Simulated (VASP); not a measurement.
# EuBi (F-43m) in VASP: a series of runs

Aim: see how the results for EuBi move with the level of theory and the settings. Levels: LDA, PBE. Tasks: single point.

All numbers are computed with VASP 6.6.1; they aren't measurements. Logs are shortened: lines on timing, memory, paths and dates and some standing lists are left out, and cuts for length are marked.

## 1. The cell of the first run

The structure is cubic, space group F-43m (No. 216). The conventional cell has a = 7.422 Å, b = 7.422 Å, c = 7.422 Å, α = 90.00°, β = 90.00°, γ = 90.00°. Within 4.2 Å of Eu (site symmetry -43m) lie 4 Bi at 3.21 Å. Bi (site symmetry -43m) has 4 Eu at 3.21 Å within 4.2 Å.

## 2. Single point, LDA, collinear spin, ferromagnetic start

INCAR

```
PREC     = Accurate       # precision mode
ENCUT    = 520            # plane-wave cutoff, eV
EDIFF    = 1E-7           # SCF threshold, eV
ISMEAR   = 0              # smearing method
SIGMA    = 0.05           # smearing width, eV
LREAL    = F              # projectors in reciprocal space
LASPH    = T              # aspherical terms in the spheres
NELM     = 150            # most SCF steps
ALGO     = Normal         # electronic algorithm
ISIF     = 2              # what is computed and relaxed
LWAVE    = F              # write WAVECAR
LCHARG   = F              # write CHGCAR
ISPIN    = 2              # spin polarisation
MAGMOM   = 7.28 0         # initial moments
LORBIT   = 11             # projections on sites
LMAXMIX  = 6              # l up to which the mixer works
GGA      = CA             # functional
NBANDS   = 27             # bands
```

KPOINTS

```
Automatic mesh
0
Gamma
  8 8 8
```

POSCAR

```
EuBi
1.0
    0.0000000000      3.7109348306      3.7109348306
    3.7109348306      0.0000000000      3.7109348306
    3.7109348306      3.7109348306      0.0000000000
Eu Bi
1 1
Direct
    0.0000000000      0.0000000000      0.0000000000
    0.2500000000      0.2500000000      0.2500000000
```

Potentials or basis: VASP PAW PBE potentials, release 64 (Eu, Bi_d).

On the command line:

```
$ cat potpaw_PBE.64/Eu/POTCAR potpaw_PBE.64/Bi_d/POTCAR > POTCAR
$ mpirun -np 1 vasp_std > vasp.out
```

OUTCAR:

```text
PREC = Accurate
   ENCUT = 520
   EDIFF = 1E-7
   ISMEAR = 0
   LREAL = F
   LASPH = T
   NELM = 150
   ISIF = 2
   ISPIN = 2
   LORBIT = 11
   GGA = CA

 ion  position               nearest neighbor table
   1  0.000  0.000  0.000-   2 3.21   2 3.21   2 3.21   2 3.21
   2  0.250  0.250  0.250-   1 3.21   1 3.21   1 3.21   1 3.21

  LATTYP: Found a face centered cubic cell.
 ALAT       =     7.4218696612

  Lattice vectors:

 A1 = (   0.0000000000,   3.7109348306,   3.7109348306)
 A2 = (   3.7109348306,   0.0000000000,   3.7109348306)
 A3 = (   3.7109348306,   3.7109348306,   0.0000000000)

Analysis of symmetry for initial positions (statically):
=====================================================================
 Subroutine PRICEL returns:
 Original cell was already a primitive cell.

 Routine SETGRP: Setting up the symmetry group for a
 face centered cubic supercell.

 Subroutine GETGRP returns: Found 24 space group operations
 (whereof 24 operations were pure point group operations)
 out of a pool of 48 trial point group operations.

The static configuration has the point symmetry T_d .

Analysis of symmetry for dynamics (positions and initial velocities):
=====================================================================
 Subroutine PRICEL returns:
 Original cell was already a primitive cell.

 Routine SETGRP: Setting up the symmetry group for a
 face centered cubic supercell.

 Subroutine GETGRP returns: Found 24 space group operations
 (whereof 24 operations were pure point group operations)
 out of a pool of 48 trial point group operations.

The dynamic configuration has the point symmetry T_d .

Analysis of structural, dynamic, and magnetic symmetry:
=====================================================================
 Subroutine PRICEL returns:
 Original cell was already a primitive cell.

 Routine SETGRP: Setting up the symmetry group for a
 face centered cubic supercell.

 Subroutine GETGRP returns: Found 24 space group operations
 (whereof 24 operations were pure point group operations)
 out of a pool of 48 trial point group operations.

The overall configuration has the point symmetry T_d .

 Subroutine INISYM returns: Found 24 space group operations
 (whereof 24 operations are pure point group operations),
 and found     1 'primitive' translations

----------------------------------------------------------------------------------------

                                     Primitive cell

  volume of cell :     102.2068

  direct lattice vectors                    reciprocal lattice vectors
     0.000000000  3.710934831  3.710934831    -0.134736939  0.134736939  0.134736939
     3.710934831  0.000000000  3.710934831     0.134736939 -0.134736939  0.134736939
     3.710934831  3.710934831  0.000000000     0.134736939  0.134736939 -0.134736939

  length of vectors
     5.248054367  5.248054367  5.248054367     0.233371224  0.233371224  0.233371224

  position of ions in fractional coordinates (direct lattice)
     0.000000000  0.000000000  0.000000000
     0.250000000  0.250000000  0.250000000

  ion indices of the primitive-cell ions
   primitive index   ion index
                 1           1
                 2           2

----------------------------------------------------------------------------------------

 KPOINTS: Automatic mesh

Automatic generation of k-mesh.
 Grid dimensions read from file:
 generate k-points for:    8    8    8

 Generating k-lattice:

  Cartesian coordinates                     Fractional coordinates (reciprocal lattice)
    -0.016842117  0.016842117  0.016842117     0.125000000  0.000000000  0.000000000
     0.016842117 -0.016842117  0.016842117     0.000000000  0.125000000  0.000000000
     0.016842117  0.016842117 -0.016842117     0.000000000  0.000000000  0.125000000

  Length of vectors
     0.029171403  0.029171403  0.029171403

  Shift w.r.t. Gamma in fractional coordinates (k-lattice)
     0.000000000  0.000000000  0.000000000

 Subroutine IBZKPT returns following result:
 ===========================================

 Found     29 irreducible k-points:

 Following reciprocal coordinates:
            Coordinates               Weight
  0.000000  0.000000  0.000000      1.000000
  0.125000  0.000000  0.000000      8.000000
  0.250000  0.000000  0.000000      8.000000
  0.375000  0.000000  0.000000      8.000000
  0.500000  0.000000  0.000000      4.000000
  0.125000  0.125000  0.000000      6.000000
[... 16 lines left out ...]
  0.500000  0.250000  0.125000     48.000000
 -0.375000  0.250000  0.125000     24.000000
 [... further k-points ...]
   k-points           NKPTS =     29   k-points in BZ     NKDIM =     29   number of bands    NBANDS=     27
   number of dos      NEDOS =    301   number of ions     NIONS =      2
   total plane-waves  NPLWV =  64000
   dimension x,y,z NGX =    40 NGY =   40 NGZ =   40
   dimension x,y,z NGXF=    80 NGYF=   80 NGZF=   80
   ions per type =               1   1
   NGX,Y,Z   is equivalent  to a cutoff of  12.67, 12.67, 12.67 a.u.
   NGXF,Y,Z  is equivalent  to a cutoff of  25.34, 25.34, 25.34 a.u.
 SYSTEM =  unknown system
   PREC   = accura    normal or accurate (medium, high low for compatibility)
   ISTART =      0    job   : 0-new  1-cont  2-samecut
   ICHARG =      2    charge: 1-file 2-atom 10-const
   ISPIN  =      2    spin polarized calculation?
   LNONCOLLINEAR =      F non collinear calculations
   LSORBIT =      F    spin-orbit coupling
   LASPH  =      T    aspherical Exc in radial PAW
   ENCUT  =  520.0 eV  38.22 Ry    6.18 a.u.   9.76  9.76  9.76*2*pi/ulx,y,z
   NELM   =    150;   NELMIN=  2; NELMDL= -5     # of ELM steps
   EDIFF  = 0.1E-06   stopping-criterion for ELM
   LREAL  =      F    real-space projection
   EDIFFG = 0.1E-05   stopping-criterion for IOM
   NSW    =      0    number of steps for IOM
   IBRION =     -1    ionic relax: 0-MD 1-quasi-New 2-CG
   NFREE  =      0    steps in history (QN), initial steepest desc. (CG)
   ISIF   =      2    stress and relaxation
   ISYM   =      2    0-nonsym 1-usesym 2-fastsym
   POTIM  = 0.5000    time-step for ionic-motion
   TEBEG  =    0.0;   TEEND  =   0.0 temperature during run
   PSTRESS=    0.0 pullay stress
   NELECT =      32.0000    total number of electrons
   NUPDOWN=      -1.0000    fix difference up-down
   EMIN   =  10.00;   EMAX   =-10.00  energy-range for DOS
   EFERMI =   0.00;   METHOD = LEGACY
   ISMEAR =     0;   SIGMA  =   0.05  broadening in eV -4-tet -1-fermi 0-gaus
   EFERMI_NEDOS =   21; number of points for ismear=-14 and -15
   IALGO  =     38    algorithm
   IMIX   =      4    mixing-type and parameters
     AMIX     =   0.40;   BMIX     =  1.00
     AMIX_MAG =   1.60;   BMIX_MAG =  1.00
  volume/ion in A,a.u.               =      51.10       344.86
  Fermi-wavevector in a.u.,A,eV,Ry     =   1.111642  2.100698 16.813362  1.235747
  Thomas-Fermi vector in A             =   2.248207
   LORBIT       =     11    0 simple, 1 ext, 2 COOP (PROOUT), +10 PAW based schemes
   GGA     = CA    functional components
   LHFCALC =     F    Hartree Fock is set to
   AEXX    =    0.0000 exact exchange contribution
   IVDW    =     0    specifies the selected vdW correction
   LEPSILON=     F    determine dielectric tensor
   LRPA    =     F    only Hartree local field effects (RPA)
 spin polarized calculation
 Gauss-broadening in eV      SIGMA  =   0.05
  energy-cutoff  :      520.00
  volume of cell :      102.21
 maximum number of plane-waves:      2786
   NGX = 19   NGY = 19   NGZ = 19

 number of electron      32.0000009 magnetization       6.0138979

 Free energy of the ion-electron system (eV)
  ---------------------------------------------------
  ext. energy  EPLUGINS =         0.00000000
  ---------------------------------------------------
  free energy    TOTEN  =       -16.20160128 eV

  energy without entropy =      -16.19507688  energy(sigma->0) =      -16.19833908

 E-fermi :   0.9142     XC(G=0):  -7.9881

 val. band max:        0.8929877859   @ k =  -0.3750   0.5000   0.1250
 cond. band min:       0.9223001137   @ k =   0.3750   0.0000   0.0000
 fundamental gap:      0.0293123278
 Fermi energy:         0.9141527194

 spin component 1

 k-point     1 :       0.0000    0.0000    0.0000
  band No.  band energies     occupation
      1     -40.1088      1.00000
      2     -20.1255      1.00000
      3     -20.1255      1.00000
      4     -20.1255      1.00000
      5     -20.0534      1.00000
      6     -20.0534      1.00000
[... 19 lines left out ...]
     26       6.8522      0.00000
     27       7.7975      0.00000

 k-point     2 :       0.1250    0.0000    0.0000
  band No.  band energies     occupation
      1     -40.1087      1.00000
      2     -20.1239      1.00000
      3     -20.1239      1.00000
      4     -20.1189      1.00000
      5     -20.0535      1.00000
      6     -20.0535      1.00000
[... 19 lines left out ...]
     26       6.7975      0.00000
     27       7.3355      0.00000

 k-point     3 :       0.2500    0.0000    0.0000
  band No.  band energies     occupation
      1     -40.1086      1.00000
      2     -20.1198      1.00000
      3     -20.1198      1.00000
      4     -20.1021      1.00000
      5     -20.0536      1.00000
      6     -20.0536      1.00000
[... 594 lines left out ...]
      1     -40.1083      1.00000
      2     -20.1117      1.00000
      3     -20.1081      1.00000
      4     -20.0817      1.00000
      5     -20.0547      1.00000
      6     -20.0533      1.00000
[... 19 lines left out ...]
     26       5.9343      0.00000
     27       7.6084      0.00000

 k-point    24 :      -0.3750    0.2500    0.1250
  band No.  band energies     occupation
      1     -40.1083      1.00000
      2     -20.1095      1.00000
      3     -20.1071      1.00000
      4     -20.0760      1.00000
      5     -20.0545      1.00000
      6     -20.0536      1.00000
[... 19 lines left out ...]
     26       5.8618      0.00000
     27       8.3387      0.00000

 [... further k-points ...]

 spin component 2

 k-point     1 :       0.0000    0.0000    0.0000
  band No.  band energies     occupation
      1     -37.3945      1.00000
      2     -20.1638      1.00000
      3     -20.1638      1.00000
      4     -20.1638      1.00000
      5     -20.1221      1.00000
      6     -20.1221      1.00000
[... 19 lines left out ...]
     26       7.2712      0.00000
     27       8.0933      0.00000

 k-point     2 :       0.1250    0.0000    0.0000
  band No.  band energies     occupation
      1     -37.3944      1.00000
      2     -20.1630      1.00000
      3     -20.1630      1.00000
      4     -20.1609      1.00000
      5     -20.1222      1.00000
      6     -20.1222      1.00000
[... 19 lines left out ...]
     26       7.3168      0.00000
     27       7.5446      0.00000

 k-point     3 :       0.2500    0.0000    0.0000
  band No.  band energies     occupation
      1     -37.3942      1.00000
      2     -20.1612      1.00000
      3     -20.1612      1.00000
      4     -20.1539      1.00000
      5     -20.1222      1.00000
      6     -20.1222      1.00000
[... 594 lines left out ...]
      1     -37.3938      1.00000
      2     -20.1576      1.00000
      3     -20.1564      1.00000
      4     -20.1452      1.00000
      5     -20.1228      1.00000
      6     -20.1218      1.00000
[... 19 lines left out ...]
     26       6.3644      0.00000
     27       7.8258      0.00000

 k-point    24 :      -0.3750    0.2500    0.1250
  band No.  band energies     occupation
      1     -37.3937      1.00000
      2     -20.1567      1.00000
      3     -20.1560      1.00000
      4     -20.1429      1.00000
      5     -20.1227      1.00000
      6     -20.1220      1.00000
[... 19 lines left out ...]
     26       6.1935      0.00000
     27       8.5345      0.00000

 [... further k-points ...]

------------------------ aborting loop because EDIFF is reached ----------------------------------------

  FORCE on cell =-STRESS in cart. coord.  units (eV):
  Direction    XX          YY          ZZ          XY          YZ          ZX
  --------------------------------------------------------------------------------------
  -------------------------------------------------------------------------------------
  Total       -1.4275290     -1.4275290     -1.4275290      0.0000000     -0.0000000      0.0000000
  in kB      -22.3777057    -22.3777057    -22.3777057      0.0000000     -0.0000000      0.0000000
  external PRESSURE =     -22.3777057 kB  Pullay stress =       0.0000000 kB

 VOLUME and BASIS-vectors are now :
 -----------------------------------------------------------------------------
  energy-cutoff  :      520.00
  volume of cell :      102.21
      direct lattice vectors                 reciprocal lattice vectors
     0.000000000  3.710934831  3.710934831    -0.134736939  0.134736939  0.134736939
     3.710934831  0.000000000  3.710934831     0.134736939 -0.134736939  0.134736939
     3.710934831  3.710934831  0.000000000     0.134736939  0.134736939 -0.134736939

 POSITION                                       TOTAL-FORCE (eV/Angst)
 -----------------------------------------------------------------------------------
      0.00000      0.00000      0.00000         0.000000      0.000000      0.000000
      1.85547      1.85547      1.85547        -0.000000     -0.000000     -0.000000
 -----------------------------------------------------------------------------------
    total drift:                                0.000000      0.000000      0.000000

  FREE ENERGIE OF THE ION-ELECTRON SYSTEM (eV)
  ---------------------------------------------------
  free  energy   TOTEN  =       -16.2016012847 eV

  energy  without entropy=      -16.1950768835  energy(sigma->0) =      -16.19833908

 total charge

# of ion       s       p       d       f       tot
--------------------------------------------------
    1        2.052   5.667   0.317   6.560  14.596
    2        1.451   1.640   9.878   0.000  12.969
--------------------------------------------------
tot          3.502   7.307  10.195   6.560  27.564

 magnetization (x)

# of ion       s       p       d       f       tot
--------------------------------------------------
    1       -0.002  -0.104   0.005   6.531   6.430
    2       -0.006  -0.296   0.001   0.000  -0.300
--------------------------------------------------
tot         -0.008  -0.399   0.007   6.531   6.130
```

Run time: 3.1 min. Hardware: 1 thread of AMD EPYC 9R45 (Zen 5), shared host; peak memory 0.28 GiB.

What came out:

```yaml
Free_energy: -16.2016 eV
Pressure: -2.2 GPa
Band_gap_on_the_k_mesh: zero (filled and empty bands overlap)
Net_moment: 6.01 μB per cell
Site_moments: Eu +6.43; Bi -0.30 μB
Valence_electrons_inside_the_program's_atomic_spheres: Eu 14.60; Bi 12.97
```

Levels at points of the mesh, in eV from the Fermi level:
Spin up:
| k point | band 15 | band 16 | band 17 | band 18 | band 19 | band 20 | band 21 | band 22 | band 23 | band 24 |
| --- | --- | --- | --- | --- | --- | --- | --- | --- | --- | --- |
| (0.00, 0.00, 0.00) | -0.30 | -0.30 | -0.30 | -0.11 | -0.11 | -0.11 | 1.60 | 2.94 | 2.94 | 5.94 |
| (0.50, 0.00, 0.00) | -0.31 | -0.31 | -0.31 | -0.30 | 0.02 | 0.02 | 2.82 | 3.15 | 3.15 | 3.80 |
| (0.50, 0.50, 0.00) | -0.32 | -0.32 | -0.31 | -0.29 | 0.24 | 0.24 | 1.65 | 2.66 | 3.44 | 3.65 |
Spin down:
```tsv
k point	band 9	band 10	band 11	band 12	band 13	band 14	band 15	band 16	band 17	band 18
(0.00, 0.00, 0.00)	-17.83	-9.63	-0.42	-0.42	-0.42	1.52	3.46	3.46	3.90	3.90
(0.50, 0.00, 0.00)	-17.85	-9.34	-1.49	-0.24	-0.24	3.08	3.47	3.55	3.55	3.91
(0.50, 0.50, 0.00)	-17.86	-9.24	-1.68	-0.03	-0.03	1.88	2.97	3.87	3.87	3.90
```

Caveat: the PAW data sets were made with another functional, which shifts forces and pressure a little; spin-orbit coupling is left out, which moves the levels of the heavy elements; semilocal functionals describe open f shells poorly, which spoils levels, moments and volumes. The state reached can hang on the start; a lower one may exist.

## 3. Single point, PBE, collinear spin, ferromagnetic start (51.22 Å³/atom)

This run uses another cell than the first one, of 51.22 Å³/atom.

INCAR

```
SYSTEM = EuBi
PREC = Accurate ; ENCUT = 520
EDIFF = 1E-7 ; ISMEAR = 0
SIGMA = 0.05 ; LREAL = .FALSE.
LASPH = .TRUE. ; NELM = 150
ALGO = Fast ; ISIF = 2
LWAVE = .FALSE. ; LCHARG = .TRUE.
ISPIN = 2 ; MAGMOM = 7.25 0
LORBIT = 11 ; LMAXMIX = 6
GGA = PE ; LELF = .TRUE.
LVHAR = .TRUE. ; NBANDS = 27
```

KPOINTS

```
Automatic mesh
0
G
  8 8 8
  0 0 0
```

POSCAR

```
EuBi
1.0
    0.0000000000      3.7138131101      3.7138131101
    3.7138131101      0.0000000000      3.7138131101
    3.7138131101      3.7138131101      0.0000000000
Eu Bi
1 1
Direct
    0.0000000000      0.0000000000      0.0000000000
    0.2500000000      0.2500000000      0.2500000000
```

Potentials or basis: VASP PAW PBE potentials, release 64 (Eu, Bi_d).

On the command line:

```
$ cat potpaw_PBE.64/Eu/POTCAR potpaw_PBE.64/Bi_d/POTCAR > POTCAR
$ mpirun -np 1 vasp_std > vasp.out
```

It took 7.2 min on 1 thread of Intel Xeon 6975P-C (Granite Rapids), shared host; peak memory 0.39 GiB.

The run converged. Its results:

```yaml
Free_energy: -15.7423 eV
Pressure: -0.2 GPa
Band_gap_on_the_k_mesh: zero (filled and empty bands overlap)
Net_moment: 6.00 μB per cell
Site_moments: Eu +6.43; Bi -0.33 μB
Valence_electrons_inside_the_program's_atomic_spheres: Eu 14.66; Bi 12.97
```

Levels at points of the mesh, in eV from the Fermi level:
Spin up:
```
           k point  band 16  band 17  band 18  band 19  band 20  band 21  band 22  band 23
(0.00, 0.00, 0.00)    -0.30    -0.30    -0.11    -0.11    -0.11     2.15     2.96     2.96
(0.50, 0.00, 0.00)    -0.33    -0.33    -0.30     0.02     0.02     2.83     3.16     3.16
(0.50, 0.50, 0.00)    -0.33    -0.32    -0.32     0.24     0.24     1.64     2.68     3.46
```
Spin down:
```tsv
k point	band 10	band 11	band 12	band 13	band 14	band 15	band 16	band 17
(0.00, 0.00, 0.00)	-9.69	-0.50	-0.50	-0.50	1.60	3.55	3.55	4.28
(0.50, 0.00, 0.00)	-9.40	-1.55	-0.32	-0.32	3.15	3.64	3.66	3.66
(0.50, 0.50, 0.00)	-9.30	-1.73	-0.14	-0.14	1.91	3.05	4.13	4.13
```

Caveat: spin-orbit coupling is left out, which moves the levels of the heavy elements; semilocal functionals describe open f shells poorly, which spoils levels, moments and volumes.

(Continued in part 2 of 2.)

The gap in the log of VASP goes by the Fermi energy; the results here count the filled bands.